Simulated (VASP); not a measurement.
# PdCl (CsCl type) (Pm-3m) in VASP: single point with PBE

Aim: the single point of PdCl (CsCl type) with PBE.

All numbers are computed with VASP 6.6.1; they aren't measurements. Logs are shortened: lines on timing, memory, paths and dates and some standing lists are left out, and cuts for length are marked.

## Step 1: The cell of the first run

It takes space group Pm-3m (No. 221, cubic). Conventional cell: a = 3.248 Å, b = 3.248 Å, c = 3.248 Å, α = 90.00°, β = 90.00°, γ = 90.00°. Pd (site symmetry m-3m) has 8 Cl at 2.81 Å and 6 Pd at 3.25 Å within 3.7 Å. Cl (site symmetry m-3m) has 8 Pd at 2.81 Å and 6 Cl at 3.25 Å within 3.7 Å.

## Step 2: Single point, PBE (17.13 Å³/atom)

File POSCAR:

```
PdCl
1.0
    3.2475712111      0.0000000000      0.0000000000
    0.0000000000      3.2475712111      0.0000000000
    0.0000000000      0.0000000000      3.2475712111
Pd Cl
1 1
Direct
    0.0000000000      0.0000000000      0.0000000000
    0.5000000000      0.5000000000      0.5000000000
```

File INCAR.step1:

```
SYSTEM = PdCl
ALGO     = Normal         ! electronic algorithm
EDIFF    = 1E-6           ! SCF threshold, eV
ENCUT    = 520            ! plane-wave cutoff, eV
GGA      = PE             ! functional
ISIF     = 2              ! what is computed and relaxed
ISMEAR   = -1             ! smearing method
LASPH    = .TRUE.         ! aspherical terms in the spheres
LCHARG   = .TRUE.         ! write CHGCAR
LMAXMIX  = 4              ! l up to which the mixer works
LREAL    = .FALSE.        ! projectors in reciprocal space
LWAVE    = .FALSE.        ! write WAVECAR
NBANDS   = 16             ! bands
NELM     = 80             ! most SCF steps
PREC     = Accurate       ! precision mode
SIGMA    = 0.08           ! smearing width, eV
```

File KPOINTS.step1:

```
k-points
0
G
  15 15 15
  0 0 0
```

File INCAR.step2:

```
SYSTEM = PdCl
ALGO     = Normal         ! electronic algorithm
EDIFF    = 1E-6           ! SCF threshold, eV
ENCUT    = 520            ! plane-wave cutoff, eV
GGA      = PE             ! functional
ICHARG   = 11             ! starting density
ISIF     = 2              ! what is computed and relaxed
ISMEAR   = -5             ! smearing method
LASPH    = .TRUE.         ! aspherical terms in the spheres
LCHARG   = .FALSE.        ! write CHGCAR
LMAXMIX  = 4              ! l up to which the mixer works
LORBIT   = 11             ! projections on sites
LREAL    = .FALSE.        ! projectors in reciprocal space
LWAVE    = .FALSE.        ! write WAVECAR
NEDOS    = 2001           ! points of the DOS
NELM     = 80             ! most SCF steps
PREC     = Accurate       ! precision mode
SIGMA    = 0.08           ! smearing width, eV
```

File KPOINTS.step2:

```
k-points
0
G
  23 23 23
  0 0 0
```

Potentials or basis: VASP PAW PBE potentials, release 64 (Pd, Cl).

Run with:

```sh
> cat potpaw_PBE.64/Pd/POTCAR potpaw_PBE.64/Cl/POTCAR > POTCAR
> cp INCAR.step1 INCAR
> cp KPOINTS.step1 KPOINTS
> mpirun -np 1 vasp_std > vasp.out
> cp INCAR.step2 INCAR
> cp KPOINTS.step2 KPOINTS
> mpirun -np 1 vasp_std > vasp.out
```

OUTCAR:

```text
SYSTEM = PdCl
   EDIFF = 1E-6
   ENCUT = 520
   GGA = PE
   ICHARG = 11
   ISIF = 2
   ISMEAR = -5
   LASPH = .TRUE.
   LORBIT = 11
   LREAL = .FALSE.
   NELM = 80
   PREC = Accurate

 ion  position               nearest neighbor table
   1  0.000  0.000  0.000-   2 2.81   2 2.81   2 2.81   2 2.81   2 2.81   2 2.81   2 2.81   2 2.81

   2  0.500  0.500  0.500-   1 2.81   1 2.81   1 2.81   1 2.81   1 2.81   1 2.81   1 2.81   1 2.81

  LATTYP: Found a simple cubic cell.
 ALAT       =     3.2475712111

  Lattice vectors:

 A1 = (   3.2475712111,   0.0000000000,   0.0000000000)
 A2 = (   0.0000000000,   3.2475712111,   0.0000000000)
 A3 = (   0.0000000000,   0.0000000000,   3.2475712111)

Analysis of symmetry for initial positions (statically):
=====================================================================
 Subroutine PRICEL returns:
 Original cell was already a primitive cell.

 Routine SETGRP: Setting up the symmetry group for a
 simple cubic supercell.

 Subroutine GETGRP returns: Found 48 space group operations
 (whereof 48 operations were pure point group operations)
 out of a pool of 48 trial point group operations.

The static configuration has the point symmetry O_h .

Analysis of symmetry for dynamics (positions and initial velocities):
=====================================================================
 Subroutine PRICEL returns:
 Original cell was already a primitive cell.

 Routine SETGRP: Setting up the symmetry group for a
 simple cubic supercell.

 Subroutine GETGRP returns: Found 48 space group operations
 (whereof 48 operations were pure point group operations)
 out of a pool of 48 trial point group operations.

The dynamic configuration has the point symmetry O_h .

 Subroutine INISYM returns: Found 48 space group operations
 (whereof 48 operations are pure point group operations),
 and found     1 'primitive' translations

----------------------------------------------------------------------------------------

                                     Primitive cell

  volume of cell :      34.2512

  direct lattice vectors                    reciprocal lattice vectors
     3.247571211  0.000000000  0.000000000     0.307922424  0.000000000  0.000000000
     0.000000000  3.247571211  0.000000000     0.000000000  0.307922424  0.000000000
     0.000000000  0.000000000  3.247571211     0.000000000  0.000000000  0.307922424

  length of vectors
     3.247571211  3.247571211  3.247571211     0.307922424  0.307922424  0.307922424

  position of ions in fractional coordinates (direct lattice)
     0.000000000  0.000000000  0.000000000
     0.500000000  0.500000000  0.500000000

  ion indices of the primitive-cell ions
   primitive index   ion index
                 1           1
                 2           2

----------------------------------------------------------------------------------------

 KPOINTS: k-points

Automatic generation of k-mesh.
 Grid dimensions read from file:
 generate k-points for:   23   23   23

 Generating k-lattice:

  Cartesian coordinates                     Fractional coordinates (reciprocal lattice)
     0.013387931  0.000000000  0.000000000     0.043478261  0.000000000  0.000000000
     0.000000000  0.013387931  0.000000000     0.000000000  0.043478261  0.000000000
     0.000000000  0.000000000  0.013387931     0.000000000  0.000000000  0.043478261

  Length of vectors
     0.013387931  0.013387931  0.013387931

  Shift w.r.t. Gamma in fractional coordinates (k-lattice)
     0.000000000  0.000000000  0.000000000

 TETIRR: Found   6051 inequivalent tetrahedra from    73002

 Subroutine IBZKPT returns following result:
 ===========================================

 Found    364 irreducible k-points:

 Following reciprocal coordinates:
            Coordinates               Weight
  0.000000  0.000000  0.000000      1.000000
  0.043478  0.000000  0.000000      6.000000
  0.086957  0.000000  0.000000      6.000000
  0.130435  0.000000  0.000000      6.000000
  0.173913  0.000000  0.000000      6.000000
  0.217391  0.000000  0.000000      6.000000
[... 16 lines left out ...]
  0.478261  0.043478  0.000000     24.000000
  0.086957  0.086957  0.000000     12.000000
 [... further k-points ...]
   k-points           NKPTS =    364   k-points in BZ     NKDIM =    364   number of bands    NBANDS=     12
   number of dos      NEDOS =   2001   number of ions     NIONS =      2
   total plane-waves  NPLWV =  13824
   dimension x,y,z NGX =    24 NGY =   24 NGZ =   24
   dimension x,y,z NGXF=    48 NGYF=   48 NGZF=   48
   ions per type =               1   1
   NGX,Y,Z   is equivalent  to a cutoff of  12.29, 12.29, 12.29 a.u.
   NGXF,Y,Z  is equivalent  to a cutoff of  24.57, 24.57, 24.57 a.u.
 SYSTEM =  PdCl
   PREC   = accura    normal or accurate (medium, high low for compatibility)
   ISTART =      0    job   : 0-new  1-cont  2-samecut
   ICHARG =     11    charge: 1-file 2-atom 10-const
   ISPIN  =      1    spin polarized calculation?
   LNONCOLLINEAR =      F non collinear calculations
   LSORBIT =      F    spin-orbit coupling
   LASPH  =      T    aspherical Exc in radial PAW
   ENCUT  =  520.0 eV  38.22 Ry    6.18 a.u.   6.04  6.04  6.04*2*pi/ulx,y,z
   NELM   =     80;   NELMIN=  2; NELMDL=  0     # of ELM steps
   EDIFF  = 0.1E-05   stopping-criterion for ELM
   LREAL  =      F    real-space projection
   EDIFFG = 0.1E-04   stopping-criterion for IOM
   NSW    =      0    number of steps for IOM
   IBRION =     -1    ionic relax: 0-MD 1-quasi-New 2-CG
   NFREE  =      0    steps in history (QN), initial steepest desc. (CG)
   ISIF   =      2    stress and relaxation
   ISYM   =      2    0-nonsym 1-usesym 2-fastsym
   POTIM  = 0.5000    time-step for ionic-motion
   TEBEG  =    0.0;   TEEND  =   0.0 temperature during run
   PSTRESS=    0.0 pullay stress
   NELECT =      17.0000    total number of electrons
   NUPDOWN=      -1.0000    fix difference up-down
   EMIN   =  10.00;   EMAX   =-10.00  energy-range for DOS
   EFERMI =   0.00;   METHOD = LEGACY
   ISMEAR =    -5;   SIGMA  =   0.08  broadening in eV -4-tet -1-fermi 0-gaus
   EFERMI_NEDOS =   21; number of points for ismear=-14 and -15
   IALGO  =     38    algorithm
   IMIX   =      4    mixing-type and parameters
     AMIX     =   0.40;   BMIX     =  1.00
     AMIX_MAG =   1.60;   BMIX_MAG =  1.00
  volume/ion in A,a.u.               =      17.13       115.57
  Fermi-wavevector in a.u.,A,eV,Ry     =   1.296181  2.449428 22.858961  1.680086
  Thomas-Fermi vector in A             =   2.427654
   LORBIT       =     11    0 simple, 1 ext, 2 COOP (PROOUT), +10 PAW based schemes
   GGA     = PE    functional components
   LHFCALC =     F    Hartree Fock is set to
   AEXX    =    0.0000 exact exchange contribution
   IVDW    =     0    specifies the selected vdW correction
   LEPSILON=     F    determine dielectric tensor
   LRPA    =     F    only Hartree local field effects (RPA)
 non-spin polarized calculation
 Fermi weights with tetrahedron method with Bloechl corrections
  energy-cutoff  :      520.00
  volume of cell :       34.25
 maximum number of plane-waves:       940

 number of electron      17.0000002 magnetization

 Free energy of the ion-electron system (eV)
  ---------------------------------------------------
  ext. energy  EPLUGINS =         0.00000000
  ---------------------------------------------------
  free energy    TOTEN  =        -6.60808420 eV

  energy without entropy =       -6.60808420  energy(sigma->0) =       -6.60808420

 E-fermi :   6.7955     XC(G=0): -11.3970

 val. band max:        6.8074030319   @ k =   0.3913   0.0435   0.0435
 cond. band min:       6.7708256998   @ k =   0.3043   0.3043   0.3043
 fundamental gap:     -0.0365773321
 Fermi energy:         6.7954521177

 k-point     1 :       0.0000    0.0000    0.0000
  band No.  band energies     occupation
      1      -9.8267      2.00000
      2       3.8584      2.00000
      3       3.8584      2.00000
      4       3.8584      2.00000
      5       4.1199      2.00000
      6       4.1199      2.00000
      7       5.7921      2.00000
      8       5.7921      2.00000
      9       5.7921      2.00000
     10       7.4149      0.00000
     11      15.8560      0.00000
     12      15.8560      0.00000

 k-point     2 :       0.0435    0.0000    0.0000
  band No.  band energies     occupation
      1      -9.8157      2.00000
      2       3.6113      2.00000
      3       3.8374      2.00000
      4       3.8374      2.00000
      5       4.1258      2.00000
      6       4.2807      2.00000
      7       5.7941      2.00000
      8       5.8210      2.00000
      9       5.8210      2.00000
     10       7.5208      0.00000
     11      15.8385      0.00000
     12      15.8894      0.00000

 k-point     3 :       0.0870    0.0000    0.0000
  band No.  band energies     occupation
      1      -9.7832      2.00000
      2       3.1873      2.00000
      3       3.7791      2.00000
      4       3.7791      2.00000
      5       4.1432      2.00000
      6       4.4802      2.00000
      7       5.8002      2.00000
      8       5.9033      2.00000
      9       5.9033      2.00000
     10       7.8032      0.00000
     11      15.7872      0.00000
     12      15.9791      0.00000
[... 286 lines left out ...]
 k-point    23 :       0.4783    0.0435    0.0000
  band No.  band energies     occupation
      1      -9.1428      2.00000
      2      -0.1313      2.00000
      3       3.0610      2.00000
      4       3.1093      2.00000
      5       4.4704      2.00000
      6       5.8902      2.00000
      7       6.2404      2.00000
      8       7.0351     -0.11255
      9       7.0848      0.00000
     10      11.5963      0.00000
     11      13.0948      0.00000
     12      14.9456      0.00000

 k-point    24 :       0.0870    0.0870    0.0000
  band No.  band energies     occupation
      1      -9.7405      2.00000
      2       3.0848      2.00000
      3       3.2719      2.00000
      4       3.7223      2.00000
      5       4.3011      2.00000
      6       4.6793      2.00000
      7       5.7500      2.00000
      8       5.8943      2.00000
      9       6.0439      2.00000
     10       8.1906      0.00000
     11      15.8307      0.00000
     12      16.0200      0.00000

 [... further k-points ...]

------------------------ aborting loop because EDIFF is reached ----------------------------------------

  FORCE on cell =-STRESS in cart. coord.  units (eV):
  Direction    XX          YY          ZZ          XY          YZ          ZX
  --------------------------------------------------------------------------------------
  -------------------------------------------------------------------------------------
  Total       -0.0840336     -0.0840336     -0.0840336      0.0000000     -0.0000000      0.0000000
  in kB       -3.9308572     -3.9308572     -3.9308572      0.0000000     -0.0000000      0.0000000
  external PRESSURE =      -3.9308572 kB  Pullay stress =       0.0000000 kB

 VOLUME and BASIS-vectors are now :
 -----------------------------------------------------------------------------
  energy-cutoff  :      520.00
  volume of cell :       34.25
      direct lattice vectors                 reciprocal lattice vectors
     3.247571211  0.000000000  0.000000000     0.307922424  0.000000000  0.000000000
     0.000000000  3.247571211  0.000000000     0.000000000  0.307922424  0.000000000
     0.000000000  0.000000000  3.247571211     0.000000000  0.000000000  0.307922424

 POSITION                                       TOTAL-FORCE (eV/Angst)
 -----------------------------------------------------------------------------------
      0.00000      0.00000      0.00000         0.000000      0.000000      0.000000
      1.62379      1.62379      1.62379         0.000000      0.000000      0.000000
 -----------------------------------------------------------------------------------
    total drift:                                0.000000      0.000000     -0.000000

  FREE ENERGIE OF THE ION-ELECTRON SYSTEM (eV)
  ---------------------------------------------------
  free  energy   TOTEN  =        -6.6080842036 eV

  energy  without entropy=       -6.6080842036  energy(sigma->0) =       -6.60808420

 total charge

# of ion       s       p       d       tot
------------------------------------------
    1        0.219   0.217   8.610   9.046
    2        1.626   3.374   0.000   5.000
--------------------------------------------------
tot          1.845   3.591   8.610  14.046
```

Wall time 1.9 min (1 thread of Intel Xeon 8259CL, shared host); peak memory 0.28 GiB.

Results:

```
Valence electrons inside the program's atomic spheres : Pd 9.05; Cl 5.00
```

Caveat: an odd number of electrons without spin polarisation forces a metal; a magnetic or distorted state may lie lower; tetrahedron occupations give inexact forces and stress in metals.
